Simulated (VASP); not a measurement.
# Cs (P6_3/mmc) in VASP: further runs

The runs below take Cs through single point, with LDA.

Program: VASP 6.6.1. These are calculated values, not measurements. Logs are shortened: lines on timing, memory, paths and dates and some standing lists are left out, and cuts for length are marked.

## Step 1: The cell of the first run

Symmetry: P6_3/mmc, No. 194, hexagonal system. The conventional cell has a = 4.346 Å, b = 4.346 Å, c = 7.040 Å, α = 90.00°, β = 90.00°, γ = 120.00°. Within 5.7 Å of Cs (site symmetry -6m2) lie 12 Cs at 4.32 to 4.35 Å.

This isn't the form of Cs at room conditions, which is bcc.

## Step 2: Single point, LDA (57.57 Å³/atom)

Contents of INCAR:

```
SYSTEM = Cs
PREC     = Accurate       ! precision mode
ENCUT    = 520            ! plane-wave cutoff, eV
EDIFF    = 1E-6           ! SCF threshold, eV
ISMEAR   = -1             ! smearing method
SIGMA    = 0.1            ! smearing width, eV
LREAL    = .False.        ! projectors in reciprocal space
LASPH    = .True.         ! aspherical terms in the spheres
NELM     = 100            ! most SCF steps
ALGO     = Normal         ! electronic algorithm
ISIF     = 2              ! what is computed and relaxed
LWAVE    = .False.        ! write WAVECAR
LCHARG   = .False.        ! write CHGCAR
NBANDS   = 16             ! bands
```

Contents of KPOINTS:

```
Automatic mesh
0
Gamma
  9 9 5
  0 0 0
```

Contents of POSCAR:

```
Cs
1.0
    4.3458252856      0.0000000000      0.0000000000
   -2.1729126428      3.7635950978      0.0000000000
    0.0000000000      0.0000000000      7.0402369627
Cs
2
Direct
    0.3333333333      0.6666666667      0.2500000000
    0.6666666667      0.3333333333      0.7500000000
```

Potentials or basis: VASP PAW LDA potentials, release 64 (Cs_sv).

On the command line:

```bash
> cat potpaw_LDA.64/Cs_sv/POTCAR > POTCAR
> mpirun -np 1 vasp_std > vasp.out
```

OUTCAR:

```text
SYSTEM = Cs
   PREC = Accurate
   ENCUT = 520
   EDIFF = 1E-6
   ISMEAR = -1
   LREAL = .False.
   LASPH = .True.
   NELM = 100
   ISIF = 2

 ion  position               nearest neighbor table
   1  0.333  0.667  0.250-
   2  0.667  0.333  0.750-

  LATTYP: Found a hexagonal cell.
 ALAT       =     4.3458252856
 C/A-ratio  =     1.6200000000

  Lattice vectors:

 A1 = (   4.3458252856,   0.0000000000,   0.0000000000)
 A2 = (  -2.1729126428,   3.7635950978,   0.0000000000)
 A3 = (   0.0000000000,   0.0000000000,   7.0402369627)

Analysis of symmetry for initial positions (statically):
=====================================================================
 Subroutine PRICEL returns:
 Original cell was already a primitive cell.

 Routine SETGRP: Setting up the symmetry group for a
 hexagonal supercell.

 Subroutine GETGRP returns: Found 24 space group operations
 (whereof 12 operations were pure point group operations)
 out of a pool of 24 trial point group operations.

The static configuration has the point symmetry D_3d.
 The point group associated with its full space group is D_6h.

Analysis of symmetry for dynamics (positions and initial velocities):
=====================================================================
 Subroutine PRICEL returns:
 Original cell was already a primitive cell.

 Routine SETGRP: Setting up the symmetry group for a
 hexagonal supercell.

 Subroutine GETGRP returns: Found 24 space group operations
 (whereof 12 operations were pure point group operations)
 out of a pool of 24 trial point group operations.

The dynamic configuration has the point symmetry D_3d.
 The point group associated with its full space group is D_6h.

 Subroutine INISYM returns: Found 24 space group operations
 (whereof 12 operations are pure point group operations),
 and found     1 'primitive' translations

----------------------------------------------------------------------------------------

                                     Primitive cell

  volume of cell :     115.1496

  direct lattice vectors                    reciprocal lattice vectors
     4.345825286  0.000000000  0.000000000     0.230105891  0.132851698  0.000000000
    -2.172912643  3.763595098  0.000000000     0.000000000  0.265703396  0.000000000
[... 74 lines left out ...]
   NGXF,Y,Z  is equivalent  to a cutoff of  24.48, 24.48, 25.50 a.u.
 SYSTEM =  Cs
   PREC   = accura    normal or accurate (medium, high low for compatibility)
   ISTART =      0    job   : 0-new  1-cont  2-samecut
   ICHARG =      2    charge: 1-file 2-atom 10-const
   ISPIN  =      1    spin polarized calculation?
   LNONCOLLINEAR =      F non collinear calculations
   LSORBIT =      F    spin-orbit coupling
   LASPH  =      T    aspherical Exc in radial PAW
   ENCUT  =  520.0 eV  38.22 Ry    6.18 a.u.   8.08  8.08 13.09*2*pi/ulx,y,z
   NELM   =    100;   NELMIN=  2; NELMDL= -5     # of ELM steps
   EDIFF  = 0.1E-05   stopping-criterion for ELM
   LREAL  =      F    real-space projection
   EDIFFG = 0.1E-04   stopping-criterion for IOM
   NSW    =      0    number of steps for IOM
   IBRION =     -1    ionic relax: 0-MD 1-quasi-New 2-CG
   NFREE  =      0    steps in history (QN), initial steepest desc. (CG)
   ISIF   =      2    stress and relaxation
   ISYM   =      2    0-nonsym 1-usesym 2-fastsym
   POTIM  = 0.5000    time-step for ionic-motion
   TEBEG  =    0.0;   TEEND  =   0.0 temperature during run
   PSTRESS=    0.0 pullay stress
   NELECT =      18.0000    total number of electrons
   NUPDOWN=      -1.0000    fix difference up-down
   EMIN   =  10.00;   EMAX   =-10.00  energy-range for DOS
   EFERMI =   0.00;   METHOD = LEGACY
   ISMEAR =    -1;   SIGMA  =   0.10  broadening in eV -4-tet -1-fermi 0-gaus
   EFERMI_NEDOS =   21; number of points for ismear=-14 and -15
   IALGO  =     38    algorithm
   IMIX   =      4    mixing-type and parameters
     AMIX     =   0.40;   BMIX     =  1.00
     AMIX_MAG =   1.60;   BMIX_MAG =  1.00
  volume/ion in A,a.u.               =      57.57       388.53
  Fermi-wavevector in a.u.,A,eV,Ry     =   0.881884  1.666519 10.581518  0.777720
  Thomas-Fermi vector in A             =   2.002441
   LORBIT       =      0    0 simple, 1 ext, 2 COOP (PROOUT), +10 PAW based schemes
   GGA     = CA    functional components
   LHFCALC =     F    Hartree Fock is set to
   AEXX    =    0.0000 exact exchange contribution
   IVDW    =     0    specifies the selected vdW correction
   LEPSILON=     F    determine dielectric tensor
   LRPA    =     F    only Hartree local field effects (RPA)
 non-spin polarized calculation
  energy-cutoff  :      520.00
  volume of cell :      115.15
 maximum number of plane-waves:      3132
   NGX = 17   NGY = 17   NGZ = 27

 number of electron      17.9999999 magnetization

 Free energy of the ion-electron system (eV)
  ---------------------------------------------------
  ext. energy  EPLUGINS =         0.00000000
  ---------------------------------------------------
  free energy    TOTEN  =        -1.60437924 eV

  energy without entropy =       -1.50242679  energy(sigma->0) =       -1.55340302

 E-fermi :   2.6864     XC(G=0):  -7.6472

 val. band max:        2.6700403279   @ k =   0.3333   0.0000   0.4000
 cond. band min:       2.7069874732   @ k =   0.2222   0.2222   0.2000
 fundamental gap:      0.0369471454
 Fermi energy:         2.6864091326

 k-point     1 :       0.0000    0.0000    0.0000
  band No.  band energies     occupation
      1     -21.0178      2.00000
      2     -20.8883      2.00000
      3      -8.4438      2.00000
      4      -7.4651      2.00000
      5      -7.4651      2.00000
      6      -7.3224      2.00000
[... 433 lines left out ...]
      3      -8.1314      2.00000
      4      -8.1003      2.00000
      5      -8.1003      2.00000
      6      -7.8391      2.00000
[... 8 lines left out ...]
     15       5.8616      0.00000
     16       7.4661      0.00000

 [... further k-points ...]
[... 5 lines left out ...]
  --------------------------------------------------------------------------------------
  -------------------------------------------------------------------------------------
  Total        1.6149920      1.6149920      1.6984250      0.0000000     -0.0000000     -0.0000000
  in kB       22.4707990     22.4707990     23.6316766      0.0000000     -0.0000000     -0.0000000
  external PRESSURE =      22.8577582 kB  Pullay stress =       0.0000000 kB

 VOLUME and BASIS-vectors are now :
 -----------------------------------------------------------------------------
  energy-cutoff  :      520.00
  volume of cell :      115.15
      direct lattice vectors                 reciprocal lattice vectors
     4.345825286  0.000000000  0.000000000     0.230105891  0.132851698  0.000000000
    -2.172912643  3.763595098  0.000000000     0.000000000  0.265703396  0.000000000
     0.000000000  0.000000000  7.040236963     0.000000000  0.000000000  0.142040674

 POSITION                                       TOTAL-FORCE (eV/Angst)
 -----------------------------------------------------------------------------------
     -0.00000      2.50906      1.76006        -0.000000      0.000000      0.000000
      2.17291      1.25453      5.28018         0.000000     -0.000000      0.000000
 -----------------------------------------------------------------------------------
    total drift:                               -0.000000      0.000000     -0.000000

  FREE ENERGIE OF THE ION-ELECTRON SYSTEM (eV)
  ---------------------------------------------------
  free  energy   TOTEN  =        -1.6043792382 eV

  energy  without entropy=       -1.5024267930  energy(sigma->0) =       -1.55340302
```

OSZICAR:

```text
N       E                     dE             d eps       ncg     rms          rms(c)
DAV:   1     0.119391814228E+03    0.11939E+03   -0.70172E+03  1152   0.900E+02
DAV:   2     0.879018306546E+01   -0.11060E+03   -0.10671E+03  1680   0.164E+02
DAV:   3    -0.151609441185E+01   -0.10306E+02   -0.10270E+02  1440   0.547E+01
DAV:   4    -0.163824952537E+01   -0.12216E+00   -0.12214E+00  1520   0.696E+00
DAV:   5    -0.163902864415E+01   -0.77912E-03   -0.77912E-03  1472   0.568E-01    0.620E-01
DAV:   6    -0.161270436934E+01    0.26324E-01   -0.26358E-02  1376   0.774E-01    0.295E-01
DAV:   7    -0.160457767484E+01    0.81267E-02   -0.22186E-02  1216   0.702E-01    0.969E-02
DAV:   8    -0.160438179003E+01    0.19588E-03   -0.33821E-04  1592   0.103E-01    0.895E-03
DAV:   9    -0.160437964504E+01    0.21450E-05   -0.11144E-05  1360   0.174E-02    0.414E-03
DAV:  10    -0.160437923816E+01    0.40688E-06   -0.10034E-06  1280   0.576E-03
   1 F= -.16043792E+01 E0= -.15534030E+01  d E =-.101952E+00
```

stdout:

```text
POSCAR found type information on POSCAR Cs
 POSCAR found :  1 types and       2 ions
 scaLAPACK will be used
 LDA part: xc-table for (Slater(with rela. corr.)+CA(PZ))
 , standard interpolation
 POSCAR, INCAR and KPOINTS ok, starting setup
 FFT: planning ... GRIDC
 FFT: planning ... GRID_SOFT
 FFT: planning ... GRID
 WAVECAR not read
 entering main loop
```

Wall time 64 s (1 thread of Intel Xeon 8259CL, shared host); peak memory 0.21 GiB.

Results:

| Item | Value |
| --- | --- |
| Free energy | -1.6044 eV |
| Pressure | 2.3 GPa |
| Band gap on the k mesh | zero (bands 9 and 10 overlap by 1.43 eV) |

Caveat: spin-orbit coupling is left out, which moves the levels of the heavy elements.

(Part 1 of 3 ends here.)

The gap in the log of VASP goes by the Fermi energy; the results here count the filled bands.